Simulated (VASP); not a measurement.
# Fe (Pm-3m) in VASP: a series of runs

The runs below take Fe through single point, with r2SCAN, r2SCAN0.

All numbers are computed with VASP 6.6.1; they aren't measurements. Logs are shortened: lines on timing, memory, paths and dates and some standing lists are left out, and cuts for length are marked.

**1. The cell of the first run**

Symmetry: Pm-3m, No. 221, cubic system. The conventional cell has a = 2.239 Å, b = 2.239 Å, c = 2.239 Å, α = 90.00°, β = 90.00°, γ = 90.00°. Within 3.0 Å of Fe (site symmetry m-3m) lie 6 Fe at 2.24 Å.

**2. Single point, r2SCAN, non-collinear spin, zero start, spin-orbit coupling**

POSCAR

```
Fe
1.0
    2.2391755298      0.0000000000      0.0000000000
    0.0000000000      2.2391755298      0.0000000000
    0.0000000000      0.0000000000      2.2391755298
Fe
1
Direct
    0.0000000000      0.0000000000      0.0000000000
```

INCAR.step1

```
PREC = Accurate ; ENCUT = 520
ISMEAR = -1 ; SIGMA = 0.1
LREAL = False ; LASPH = True
NELM = 150 ; LNONCOLLINEAR = True
MAGMOM = 0 0 0 ; LSORBIT = True
GGA_COMPAT = False ; LMAXMIX = 4
NBANDS = 19 ; GGA = PE
ALGO = Normal ; EDIFF = 1E-4
LWAVE = True ; LCHARG = False
```

INCAR.step2

```
PREC = Accurate ; ENCUT = 520
EDIFF = 1E-6 ; ISMEAR = -1
SIGMA = 0.1 ; LREAL = False
LASPH = True ; NELM = 150
ALGO = Normal ; ISIF = 2
LWAVE = False ; LCHARG = False
LNONCOLLINEAR = True ; MAGMOM = 0 0 0
LORBIT = 11 ; LSORBIT = True
GGA_COMPAT = False ; LORBMOM = True
LMAXMIX = 4 ; METAGGA = R2SCAN
LMIXTAU = True ; NBANDS = 19
ISTART = 1
```

KPOINTS

```
Automatic mesh
0
Gamma
  14 14 14
```

Potentials or basis: VASP PAW PBE potentials, release 64 (Fe).

Launch:

```
$ cat potpaw_PBE.64/Fe/POTCAR > POTCAR
$ cp INCAR.step1 INCAR
$ mpirun -np 1 vasp_ncl > vasp.out
$ cp INCAR.step2 INCAR
$ mpirun -np 1 vasp_ncl > vasp.out
```

OUTCAR:

```text
PREC = Accurate
   ENCUT = 520
   EDIFF = 1E-6
   ISMEAR = -1
   LREAL = False
   LASPH = True
   NELM = 150
   ISIF = 2
   LNONCOLLINEAR = True
   LORBIT = 11
   LSORBIT = True
   METAGGA = R2SCAN
   ISTART = 1

 ion  position               nearest neighbor table
   1  0.000  0.000  0.000-

  LATTYP: Found a simple cubic cell.
 ALAT       =     2.2391755298

  Lattice vectors:

 A1 = (   2.2391755298,   0.0000000000,   0.0000000000)
 A2 = (   0.0000000000,   2.2391755298,   0.0000000000)
 A3 = (   0.0000000000,   0.0000000000,   2.2391755298)

Analysis of symmetry for initial positions (statically):
=====================================================================
 Subroutine PRICEL returns:
 Original cell was already a primitive cell.

 Routine SETGRP: Setting up the symmetry group for a
 simple cubic supercell.

 Subroutine GETGRP returns: Found 48 space group operations
 (whereof 48 operations were pure point group operations)
 out of a pool of 48 trial point group operations.

The static configuration has the point symmetry O_h .

Analysis of symmetry for dynamics (positions and initial velocities):
=====================================================================
 Subroutine PRICEL returns:
 Original cell was already a primitive cell.

 Routine SETGRP: Setting up the symmetry group for a
 simple cubic supercell.

 Subroutine GETGRP returns: Found 48 space group operations
 (whereof 48 operations were pure point group operations)
 out of a pool of 48 trial point group operations.

The dynamic configuration has the point symmetry O_h .

Analysis of structural, dynamic, and magnetic symmetry:
=====================================================================
 Subroutine PRICEL returns:
 Original cell was already a primitive cell.

 Routine SETGRP: Setting up the symmetry group for a
 simple cubic supercell.

 Subroutine GETGRP returns: Found 48 space group operations
 (whereof 48 operations were pure point group operations)
 out of a pool of 48 trial point group operations.

The overall configuration has the point symmetry O_h .

 Subroutine INISYM returns: Found 48 space group operations
 (whereof 48 operations are pure point group operations),
 and found     1 'primitive' translations

----------------------------------------------------------------------------------------

                                     Primitive cell

  volume of cell :      11.2270

  direct lattice vectors                    reciprocal lattice vectors
     2.239175530  0.000000000  0.000000000     0.446592948  0.000000000  0.000000000
     0.000000000  2.239175530  0.000000000     0.000000000  0.446592948  0.000000000
     0.000000000  0.000000000  2.239175530     0.000000000  0.000000000  0.446592948

  length of vectors
     2.239175530  2.239175530  2.239175530     0.446592948  0.446592948  0.446592948

  position of ions in fractional coordinates (direct lattice)
     0.000000000  0.000000000  0.000000000

  ion indices of the primitive-cell ions
   primitive index   ion index
                 1           1

----------------------------------------------------------------------------------------

 KPOINTS: Automatic mesh

Automatic generation of k-mesh.
 Grid dimensions read from file:
 generate k-points for:   14   14   14

 Generating k-lattice:

  Cartesian coordinates                     Fractional coordinates (reciprocal lattice)
     0.031899496  0.000000000  0.000000000     0.071428571  0.000000000  0.000000000
     0.000000000  0.031899496  0.000000000     0.000000000  0.071428571  0.000000000
     0.000000000  0.000000000  0.031899496     0.000000000  0.000000000  0.071428571

  Length of vectors
     0.031899496  0.031899496  0.031899496

  Shift w.r.t. Gamma in fractional coordinates (k-lattice)
     0.000000000  0.000000000  0.000000000

 Subroutine IBZKPT returns following result:
 ===========================================

 Found    120 irreducible k-points:

 Following reciprocal coordinates:
            Coordinates               Weight
  0.000000  0.000000  0.000000      1.000000
  0.071429  0.000000  0.000000      6.000000
  0.142857  0.000000  0.000000      6.000000
  0.214286  0.000000  0.000000      6.000000
  0.285714  0.000000  0.000000      6.000000
  0.357143  0.000000  0.000000      6.000000
[... 16 lines left out ...]
  0.285714  0.214286  0.000000     24.000000
  0.357143  0.214286  0.000000     24.000000
 [... further k-points ...]
   k-points           NKPTS =    120   k-points in BZ     NKDIM =    120   number of bands    NBANDS=     19
   number of dos      NEDOS =    301   number of ions     NIONS =      1
   total plane-waves  NPLWV =   5832
   dimension x,y,z NGX =    18 NGY =   18 NGZ =   18
   dimension x,y,z NGXF=    36 NGYF=   36 NGZF=   36
   ions per type =               1
   NGX,Y,Z   is equivalent  to a cutoff of  13.36, 13.36, 13.36 a.u.
   NGXF,Y,Z  is equivalent  to a cutoff of  26.73, 26.73, 26.73 a.u.
 SYSTEM =  unknown system
   PREC   = accura    normal or accurate (medium, high low for compatibility)
   ISTART =      1    job   : 0-new  1-cont  2-samecut
   ICHARG =      0    charge: 1-file 2-atom 10-const
   ISPIN  =      1    spin polarized calculation?
   LNONCOLLINEAR =      T non collinear calculations
   LSORBIT =      T    spin-orbit coupling
   LASPH  =      T    aspherical Exc in radial PAW
   ENCUT  =  520.0 eV  38.22 Ry    6.18 a.u.   4.16  4.16  4.16*2*pi/ulx,y,z
   NELM   =    150;   NELMIN=  2; NELMDL=  0     # of ELM steps
   EDIFF  = 0.1E-05   stopping-criterion for ELM
   LREAL  =      F    real-space projection
   EDIFFG = 0.1E-04   stopping-criterion for IOM
   NSW    =      0    number of steps for IOM
   IBRION =     -1    ionic relax: 0-MD 1-quasi-New 2-CG
   NFREE  =      0    steps in history (QN), initial steepest desc. (CG)
   ISIF   =      2    stress and relaxation
   ISYM   =      2    0-nonsym 1-usesym 2-fastsym
   POTIM  = 0.5000    time-step for ionic-motion
   TEBEG  =    0.0;   TEEND  =   0.0 temperature during run
   PSTRESS=    0.0 pullay stress
   NELECT =       8.0000    total number of electrons
   NUPDOWN=      -1.0000    fix difference up-down
   EMIN   =  10.00;   EMAX   =-10.00  energy-range for DOS
   EFERMI =   0.00;   METHOD = LEGACY
   ISMEAR =    -1;   SIGMA  =   0.10  broadening in eV -4-tet -1-fermi 0-gaus
   EFERMI_NEDOS =   21; number of points for ismear=-14 and -15
   IALGO  =     38    algorithm
   IMIX   =      4    mixing-type and parameters
     AMIX     =   0.40;   BMIX     =  1.00
     AMIX_MAG =   1.60;   BMIX_MAG =  1.00
  volume/ion in A,a.u.               =      11.23        75.76
  Fermi-wavevector in a.u.,A,eV,Ry     =   1.462233  2.763220 29.090976  2.138126
  Thomas-Fermi vector in A             =   2.578471
   LORBIT       =     11    0 simple, 1 ext, 2 COOP (PROOUT), +10 PAW based schemes
   METAGGA = R2SCAN    functional components
   LHFCALC =     F    Hartree Fock is set to
   AEXX    =    0.0000 exact exchange contribution
   IVDW    =     0    specifies the selected vdW correction
   LEPSILON=     F    determine dielectric tensor
   LRPA    =     F    only Hartree local field effects (RPA)
  energy-cutoff  :      520.00
  volume of cell :       11.23
 maximum number of plane-waves:       640
 NGX is ok and might be reduce to    18
   NGX =  9   NGY =  9   NGZ =  9

 number of electron       8.0000011 magnetization      -0.0000000      0.0000000     -0.0000000

 number of electron       8.0000011 magnetization       0.0000000     -0.0000000      0.0000000

 Free energy of the ion-electron system (eV)
  ---------------------------------------------------
  ext. energy  EPLUGINS =         0.00000000
  ---------------------------------------------------
  free energy    TOTEN  =       -12.66456935 eV

  energy without entropy =      -12.59201300  energy(sigma->0) =      -12.62829118

 E-fermi :   6.1180     XC(G=0): -14.1829

 val. band max:        6.1174237307   @ k =   0.4286   0.2143   0.2143
 cond. band min:       6.1218749923   @ k =   0.3571   0.2857   0.2857
 fundamental gap:      0.0044512616
 Fermi energy:         6.1179712138

 k-point     1 :       0.0000    0.0000    0.0000
  band No.  band energies     occupation
      1      -2.8203      1.00000
      2      -2.8203      1.00000
      3       1.8732      1.00000
      4       1.8732      1.00000
      5       1.8732      1.00000
      6       1.8732      1.00000
[... 11 lines left out ...]
     18      28.5645      0.00000
     19      32.3345      0.00000

 k-point     2 :       0.0714    0.0000    0.0000
  band No.  band energies     occupation
      1      -2.6427      1.00000
      2      -2.6427      1.00000
      3       1.9065      1.00000
      4       1.9065      1.00000
      5       1.9823      1.00000
      6       1.9823      1.00000
[... 11 lines left out ...]
     18      28.8128      0.00000
     19      32.3114      0.00000

 k-point     3 :       0.1429    0.0000    0.0000
  band No.  band energies     occupation
      1      -2.1268      1.00000
      2      -2.1268      1.00000
      3       2.0007      1.00000
      4       2.0007      1.00000
      5       2.2971      1.00000
      6       2.2971      1.00000
[... 11 lines left out ...]
     18      29.5347      0.00000
     19      32.2422      0.00000

 k-point     4 :       0.2143    0.0000    0.0000
  band No.  band energies     occupation
      1      -1.3243      1.00000
      2      -1.3243      1.00000
      3       2.1394      1.00000
      4       2.1394      1.00000
      5       2.7789      1.00000
      6       2.7789      1.00000
[... 407 lines left out ...]
     18      32.5684      0.00000
     19      33.9463      0.00000

 k-point    23 :       0.2857    0.2143    0.0000
  band No.  band energies     occupation
      1       0.7426      1.00000
      2       0.7426      1.00000
      3       2.7795      1.00000
      4       2.7795      1.00000
      5       3.9550      1.00000
      6       3.9550      1.00000
[... 11 lines left out ...]
     18      33.9503      0.00000
     19      33.9694      0.00000

 k-point    24 :       0.3571    0.2143    0.0000
  band No.  band energies     occupation
      1       1.4773      1.00000
      2       1.4773      1.00000
      3       2.8310      1.00000
      4       2.8310      1.00000
      5       4.1410      1.00000
      6       4.1410      1.00000
[... 11 lines left out ...]
     18      32.3840      0.00000
     19      34.9568      0.00000

 [... further k-points ...]
[... 5 lines left out ...]
  --------------------------------------------------------------------------------------
  -------------------------------------------------------------------------------------
  Total        0.0452911      0.0452911      0.0452911     -0.0000000     -0.0000000      0.0000000
  in kB        6.4633710      6.4633710      6.4633710     -0.0000000     -0.0000000      0.0000000
  external PRESSURE =       6.4633710 kB  Pullay stress =       0.0000000 kB

 VOLUME and BASIS-vectors are now :
 -----------------------------------------------------------------------------
  energy-cutoff  :      520.00
  volume of cell :       11.23
      direct lattice vectors                 reciprocal lattice vectors
     2.239175530  0.000000000  0.000000000     0.446592948  0.000000000  0.000000000
     0.000000000  2.239175530  0.000000000     0.000000000  0.446592948  0.000000000
     0.000000000  0.000000000  2.239175530     0.000000000  0.000000000  0.446592948

 POSITION                                       TOTAL-FORCE (eV/Angst)
 -----------------------------------------------------------------------------------
      0.00000      0.00000      0.00000         0.000000      0.000000      0.000000
 -----------------------------------------------------------------------------------
    total drift:                                0.000000      0.000000     -0.000000

  FREE ENERGIE OF THE ION-ELECTRON SYSTEM (eV)
  ---------------------------------------------------
  free  energy   TOTEN  =       -12.6645693541 eV

  energy  without entropy=      -12.5920130023  energy(sigma->0) =      -12.62829118

 orbital moment (x)

 # of ion     p       d       tot
 ----------------------------------------
  1         0.000  -0.000  -0.000
 ----------------------------------------
            0.000  -0.000  -0.000

 orbital moment (y)

 # of ion     p       d       tot
 ----------------------------------------
  1        -0.000  -0.000  -0.000
 ----------------------------------------
           -0.000  -0.000  -0.000

 orbital moment (z)

 # of ion     p       d       tot
 ----------------------------------------
  1         0.000  -0.000  -0.000
 ----------------------------------------
            0.000  -0.000  -0.000

 Spin-Orbit-Coupling matrix elements

 Ion:    1  E_soc:     -0.0148540
 l=   1
     0.0000000    -0.0002897    -0.0002897
    -0.0002897     0.0000000    -0.0002897
    -0.0002897    -0.0002897     0.0000000
 l=   2
     0.0000000    -0.0006588     0.0000000    -0.0006588    -0.0015273
    -0.0006588     0.0000000    -0.0011454    -0.0006588    -0.0003818
     0.0000000    -0.0011454     0.0000000    -0.0011454     0.0000000
    -0.0006588    -0.0006588    -0.0011454     0.0000000    -0.0003818
    -0.0015273    -0.0003818     0.0000000    -0.0003818     0.0000000
 l=   3
     0.0000000     0.0000000     0.0000000     0.0000000     0.0000000     0.0000000     0.0000000
     0.0000000     0.0000000     0.0000000     0.0000000     0.0000000     0.0000000     0.0000000
     0.0000000     0.0000000     0.0000000     0.0000000     0.0000000     0.0000000     0.0000000
     0.0000000     0.0000000     0.0000000     0.0000000     0.0000000     0.0000000     0.0000000
     0.0000000     0.0000000     0.0000000     0.0000000     0.0000000     0.0000000     0.0000000
     0.0000000     0.0000000     0.0000000     0.0000000     0.0000000     0.0000000     0.0000000
     0.0000000     0.0000000     0.0000000     0.0000000     0.0000000     0.0000000     0.0000000

 total charge

# of ion       s       p       d       tot
------------------------------------------
    1        0.543   0.515   6.463   7.521

 magnetization (x)

# of ion       s       p       d       tot
------------------------------------------
    1        0.000  -0.000   0.000   0.000

 magnetization (y)

# of ion       s       p       d       tot
------------------------------------------
    1        0.000   0.000   0.000   0.000

 magnetization (z)

# of ion       s       p       d       tot
------------------------------------------
    1        0.000   0.000   0.000   0.000
```

It took 2.1 min on 1 thread of Intel Xeon 6975P-C (Granite Rapids), shared host; peak memory 0.18 GiB.

What came out:

```
Free energy                                           : -12.6646 eV
Pressure                                              : 0.6 GPa
Net moment                                            : 0.00 μB per cell
Valence electrons inside the program's atomic spheres : Fe 7.52
```

Moments on the atoms (μB; x, y, z):
```
Fe  0.00 0.00 0.00
```

Caveat: the PAW data sets were made with another functional, which shifts forces and pressure a little.

(Part 1 of 2 ends here.)
